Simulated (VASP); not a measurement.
# MnF2 (P4_2/mnm) in VASP: electric field gradients with PBE+U

Aim: the electric field gradients of MnF2 with PBE+U.

Everything below comes from runs of VASP 6.6.1. Logs are shortened: lines on timing, memory, paths and dates and some standing lists are left out, and cuts for length are marked.

## 1. The cell of the first run

The structure is tetragonal, space group P4_2/mnm (No. 136). The conventional cell has a = 4.874 Å, b = 4.874 Å, c = 3.311 Å, α = 90.00°, β = 90.00°, γ = 90.00°. Mn (site symmetry mmm) has 6 F at 2.10 to 2.13 Å within 2.8 Å. F (site symmetry m2m) has 3 Mn at 2.10 to 2.13 Å and 1 F at 2.70 Å within 2.8 Å.

## 2. Electric field gradients, PBE+U, collinear spin, antiferromagnetic start

Input file INCAR:

```
SYSTEM = MnF2
ALGO = Normal
EDIFF = 1E-8
ENCUT = 520
GGA = PE
ISIF = 2
ISMEAR = -1
ISPIN = 2
LASPH = .TRUE.
LCHARG = .FALSE.
LDAU = .TRUE.
LDAUJ = 0 0
LDAUL = 2 -1
LDAUPRINT = 1
LDAUTYPE = 2
LDAUU = 2.9 0
LEFG = .TRUE.
LMAXMIX = 4
LORBIT = 11
LREAL = .FALSE.
LWAVE = .FALSE.
MAGMOM = 5 -5 0 0 0 0
NBANDS = 40
NELM = 150
PREC = Accurate
SIGMA = 0.02
```

Input file KPOINTS:

```
k-points
0
G
  5 5 7
  0 0 0
```

Input file POSCAR:

```
MnF2
1.0
    4.8738000000      0.0000000000      0.0000000000
    0.0000000000      4.8738000000      0.0000000000
    0.0000000000      0.0000000000      3.3107000000
Mn F
2 4
Direct
    0.0000000000      0.0000000000      0.0000000000
    0.5000000000      0.5000000000      0.5000000000
    0.3044139736      0.3044139736      0.0000000000
    0.1955860264      0.8044139736      0.5000000000
    0.6955860264      0.6955860264      0.0000000000
    0.8044139736      0.1955860264      0.5000000000
```

Potentials or basis: VASP PAW PBE potentials, release 64 (Mn_pv, F).

Launch:

```sh
cat potpaw_PBE.64/Mn_pv/POTCAR potpaw_PBE.64/F/POTCAR > POTCAR
mpirun -np 1 vasp_std > vasp.out
```

OUTCAR:

```text
SYSTEM = MnF2
   EDIFF = 1E-8
   ENCUT = 520
   GGA = PE
   ISIF = 2
   ISMEAR = -1
   ISPIN = 2
   LASPH = .TRUE.
   LORBIT = 11
   LREAL = .FALSE.
   NELM = 150
   PREC = Accurate

 ion  position               nearest neighbor table
   1  0.000  0.000  0.000-   3 2.10   5 2.10   4 2.13   6 2.13   4 2.13   6 2.13
   2  0.500  0.500  0.500-   4 2.10   6 2.10   5 2.13   3 2.13   3 2.13   5 2.13
   3  0.304  0.304  0.000-   1 2.10   2 2.13   2 2.13
   4  0.196  0.804  0.500-   2 2.10   1 2.13   1 2.13
   5  0.696  0.696  0.000-   1 2.10   2 2.13   2 2.13
   6  0.804  0.196  0.500-   2 2.10   1 2.13   1 2.13

  LATTYP: Found a simple tetragonal cell.
 ALAT       =     4.8738000000
 C/A-ratio  =     0.6792851574

  Lattice vectors:

 A1 = (   4.8738000000,   0.0000000000,   0.0000000000)
 A2 = (   0.0000000000,   4.8738000000,   0.0000000000)
 A3 = (   0.0000000000,   0.0000000000,   3.3107000000)

Analysis of symmetry for initial positions (statically):
=====================================================================
 Subroutine PRICEL returns:
 Original cell was already a primitive cell.

 Routine SETGRP: Setting up the symmetry group for a
 simple tetragonal supercell.

 Subroutine GETGRP returns: Found 16 space group operations
 (whereof  8 operations were pure point group operations)
 out of a pool of 16 trial point group operations.

The static configuration has the point symmetry D_2h.
 The point group associated with its full space group is D_4h.

Analysis of symmetry for dynamics (positions and initial velocities):
=====================================================================
 Subroutine PRICEL returns:
 Original cell was already a primitive cell.

 Routine SETGRP: Setting up the symmetry group for a
 simple tetragonal supercell.

 Subroutine GETGRP returns: Found 16 space group operations
 (whereof  8 operations were pure point group operations)
 out of a pool of 16 trial point group operations.

The dynamic configuration has the point symmetry D_2h.
 The point group associated with its full space group is D_4h.

Analysis of structural, dynamic, and magnetic symmetry:
=====================================================================
 Subroutine PRICEL returns:
 Original cell was already a primitive cell.

 Routine SETGRP: Setting up the symmetry group for a
 simple tetragonal supercell.

 Subroutine GETGRP returns: Found 16 space group operations
 (whereof  8 operations were pure point group operations)
 out of a pool of 16 trial point group operations.

The overall configuration has the point symmetry D_2h.
 The point group associated with its full space group is D_4h.

 Subroutine INISYM returns: Found 16 space group operations
 (whereof  8 operations are pure point group operations),
 and found     1 'primitive' translations

----------------------------------------------------------------------------------------

                                     Primitive cell

  volume of cell :      78.6421

  direct lattice vectors                    reciprocal lattice vectors
     4.873800000  0.000000000  0.000000000     0.205178711  0.000000000  0.000000000
     0.000000000  4.873800000  0.000000000     0.000000000  0.205178711  0.000000000
     0.000000000  0.000000000  3.310700000     0.000000000  0.000000000  0.302050926

  length of vectors
     4.873800000  4.873800000  3.310700000     0.205178711  0.205178711  0.302050926

  position of ions in fractional coordinates (direct lattice)
     0.000000000  0.000000000  0.000000000
     0.500000000  0.500000000  0.500000000
     0.304413974  0.304413974  0.000000000
     0.195586026  0.804413974  0.500000000
     0.695586026  0.695586026  0.000000000
     0.804413974  0.195586026  0.500000000

  ion indices of the primitive-cell ions
[... 183 lines left out ...]
  o =  0.9458  v =  0.0000  0.0000  0.0000  0.0000  0.0000 -0.0000  0.0000  0.0000  0.0000  1.0000      0.0000  0.0000  0.0000  0.0000  0.0000  0.0000  0.0000  0.0000  0.0000  0.0000
  o =  0.9787  v =  0.0000  0.0000  0.0000  0.0000  0.0000  0.0000 -0.7071  0.0000 -0.7071  0.0000      0.0000  0.0000  0.0000  0.0000  0.0000  0.0000  0.0000  0.0000  0.0000  0.0000
  o =  0.9817  v =  0.0000  0.0000  0.0000  0.0000  0.0000 -0.8006 -0.0000 -0.5992  0.0000 -0.0000      0.0000  0.0000  0.0000  0.0000  0.0000  0.0000  0.0000  0.0000  0.0000  0.0000

 number of electron      54.0000034 magnetization       0.0000000

 Free energy of the ion-electron system (eV)
  ---------------------------------------------------
  ext. energy  EPLUGINS =         0.00000000
  ---------------------------------------------------
  free energy    TOTEN  =       -38.23461145 eV

  energy without entropy =      -38.23461145  energy(sigma->0) =      -38.23461145

 E-fermi :   2.1977     XC(G=0):  -9.7369

 val. band max:        1.7516763213   @ k =   0.4000   0.0000   0.0000
 cond. band min:       4.9961437827   @ k =   0.0000   0.0000   0.0000
 fundamental gap:      3.2444674614
 Fermi energy:         2.1976531997

 spin component 1

 k-point     1 :       0.0000    0.0000    0.0000
  band No.  band energies     occupation
      1     -46.7514      1.00000
      2     -46.6879      1.00000
      3     -46.6855      1.00000
      4     -41.7389      1.00000
      5     -41.6717      1.00000
      6     -41.6661      1.00000
[... 997 lines left out ...]
     38      12.8663      0.00000
     39      13.3658      0.00000
 Fermi energy:         2.1976531997

 spin component 2

 k-point     1 :       0.0000    0.0000    0.0000
  band No.  band energies     occupation
      1     -46.7514      1.00000
      2     -46.6879      1.00000
      3     -46.6855      1.00000
      4     -41.7389      1.00000
      5     -41.6717      1.00000
      6     -41.6661      1.00000
[... 997 lines left out ...]
     38      12.9885      0.00000
     39      13.0817      0.00000
 [bands above 39 left out]

------------------------ aborting loop because EDIFF is reached ----------------------------------------

  FORCE on cell =-STRESS in cart. coord.  units (eV):
  Direction    XX          YY          ZZ          XY          YZ          ZX
  --------------------------------------------------------------------------------------
  -------------------------------------------------------------------------------------
  Total        1.9452191      1.9452191      2.0471201      0.0000000      0.0000000      0.0000000
  in kB       39.6299823     39.6299823     41.7060124      0.0000000      0.0000000      0.0000000
  external PRESSURE =      40.3219923 kB  Pullay stress =       0.0000000 kB

 VOLUME and BASIS-vectors are now :
 -----------------------------------------------------------------------------
  energy-cutoff  :      520.00
  volume of cell :       78.64
      direct lattice vectors                 reciprocal lattice vectors
     4.873800000  0.000000000  0.000000000     0.205178711  0.000000000  0.000000000
     0.000000000  4.873800000  0.000000000     0.000000000  0.205178711  0.000000000
     0.000000000  0.000000000  3.310700000     0.000000000  0.000000000  0.302050926

 POSITION                                       TOTAL-FORCE (eV/Angst)
 -----------------------------------------------------------------------------------
      0.00000      0.00000      0.00000         0.000000     -0.000000     -0.000000
      2.43690      2.43690      1.65535         0.000000     -0.000000     -0.000000
      1.48365      1.48365      0.00000        -0.018279     -0.018279      0.000000
      0.95325      3.92055      1.65535         0.018279     -0.018279     -0.000000
      3.39015      3.39015      0.00000         0.018279      0.018279     -0.000000
      3.92055      0.95325      1.65535        -0.018279      0.018279     -0.000000
 -----------------------------------------------------------------------------------
    total drift:                                0.000000     -0.000000      0.000000

  FREE ENERGIE OF THE ION-ELECTRON SYSTEM (eV)
  ---------------------------------------------------
  free  energy   TOTEN  =       -38.2346114492 eV

  energy  without entropy=      -38.2346114492  energy(sigma->0) =      -38.23461145

 Electric field gradients (V/A^2)
---------------------------------------------------------------------
 ion       V_xx      V_yy      V_zz      V_xy      V_xz      V_yz
---------------------------------------------------------------------
   1       6.529     6.529   -13.058   -18.541     0.000    -0.000
   2       6.529     6.529   -13.058    18.541     0.000     0.000
   3      -9.312    -9.312    18.624    50.470     0.000    -0.000
   4      -9.312    -9.312    18.624   -50.470    -0.000     0.000
   5      -9.312    -9.312    18.624    50.470    -0.000    -0.000
   6      -9.312    -9.312    18.624   -50.470     0.000    -0.000
---------------------------------------------------------------------

 Electric field gradients after diagonalization (V/A^2)
 (convention: |V_zz| > |V_xx| > |V_yy|)
----------------------------------------------------------------------
 ion       V_xx      V_yy      V_zz     asymmetry (V_yy - V_xx)/ V_zz
----------------------------------------------------------------------
   1     -13.058   -12.012    25.070       0.042
   2     -13.058   -12.012    25.070       0.042
   3      41.158    18.624   -59.782       0.377
   4      41.158    18.624   -59.782       0.377
   5      41.158    18.624   -59.782       0.377
   6      41.158    18.624   -59.782       0.377
----------------------------------------------------------------------

           NMR quadrupolar parameters

 Cq : quadrupolar parameter    Cq=e*Q*V_zz/h
 eta: asymmetry parameters     (V_yy - V_xx)/ V_zz
 Q  : nuclear electric quadrupole moment in mb (millibarn)
----------------------------------------------------------------------
 ion       Cq(MHz)       eta       Q (mb)
----------------------------------------------------------------------
   1       0.061       0.042       1.000
   2       0.061       0.042       1.000
   3      -0.145       0.377       1.000
   4      -0.145       0.377       1.000
   5      -0.145       0.377       1.000
   6      -0.145       0.377       1.000
----------------------------------------------------------------------

 total charge

# of ion       s       p       d       tot
------------------------------------------
    1        0.163   6.146   4.955  11.263
    2        0.163   6.146   4.955  11.263
    3        1.734   4.375   0.000   6.109
    4        1.734   4.375   0.000   6.109
    5        1.734   4.375   0.000   6.109
    6        1.734   4.375   0.000   6.109
--------------------------------------------------
tot          7.262  29.793   9.909  46.964

 magnetization (x)

# of ion       s       p       d       tot
------------------------------------------
    1        0.018   0.017   4.605   4.641
    2       -0.018  -0.017  -4.605  -4.641
    3       -0.002  -0.018   0.000  -0.020
    4        0.002   0.018   0.000   0.020
    5       -0.002  -0.018   0.000  -0.020
    6        0.002   0.018   0.000   0.020
--------------------------------------------------
tot          0.000   0.000   0.000   0.000
```

Run time: 2.6 min. Hardware: 1 thread of AMD EPYC 7R13 (Zen 3), shared host; peak memory 0.24 GiB.

What came out:

```yaml
Free_energy: -38.2346 eV
Pressure: 4.0 GPa
Largest_force: 0.026 eV/Å
Band_gap_on_the_k_mesh: 3.24 eV (least direct gap 3.28 eV)
Net_moment: 0.00 μB per cell
Site_moments: Mn +4.64, -4.64; F -0.02, +0.02 (each value once) μB
Largest_electric_field_gradient_by_atom: Mn +25.1; F -59.8 V/Å²
Valence_electrons_inside_the_program's_atomic_spheres: Mn 11.26; F 6.11
```

Forces in eV/Å, atoms in the order of the input:
```
Mn   0.000  0.000  0.000
Mn   0.000  0.000  0.000
F   -0.018 -0.018  0.000
F    0.018 -0.018  0.000
F    0.018  0.018  0.000
F   -0.018  0.018  0.000
```

Levels at points of the mesh, in eV from the valence-band top:
Spin up:
```csv
k point,band 25,band 26,band 27,band 28,band 29,band 30
"(0.00, 0.00, 0.00)",-1.38,-0.40,-0.04,3.24,4.76,5.33
```
Spin down:
```
           k point  band 23  band 24  band 25  band 26  band 27  band 28  band 29  band 30  band 31  band 32
(0.00, 0.00, 0.00)    -1.81    -1.62    -1.38    -0.40    -0.04     3.24     4.76     5.33     5.37     6.15
```

Electric field gradients, principal values (V/Å²):
```
atom    least   middle  greatest (by size)
1 Mn  -12.012  -13.058              25.070
2 Mn  -12.012  -13.058              25.070
 3 F   18.624   41.158             -59.782
 4 F   18.624   41.158             -59.782
 5 F   18.624   41.158             -59.782
 6 F   18.624   41.158             -59.782
```

Eigenvalues of the final occupation matrices:
| site | spin | trace | eigenvalues |
| --- | --- | --- | --- |
| site 1 d | 1 | 4.79 | 0.94 0.95 0.95 0.98 0.98 |
| site 1 d | 2 | 0.18 | 0.01 0.02 0.02 0.06 0.07 |
| site 2 d | 1 | 0.18 | 0.01 0.02 0.02 0.06 0.07 |
| site 2 d | 2 | 4.79 | 0.94 0.95 0.95 0.98 0.98 |

Caveat: the cell stands under pressure; without QUAD_EFG the Cq values of the log hold for a quadrupole moment of 1 mb, not for the nuclei. The state reached can hang on the start; a lower one may exist.
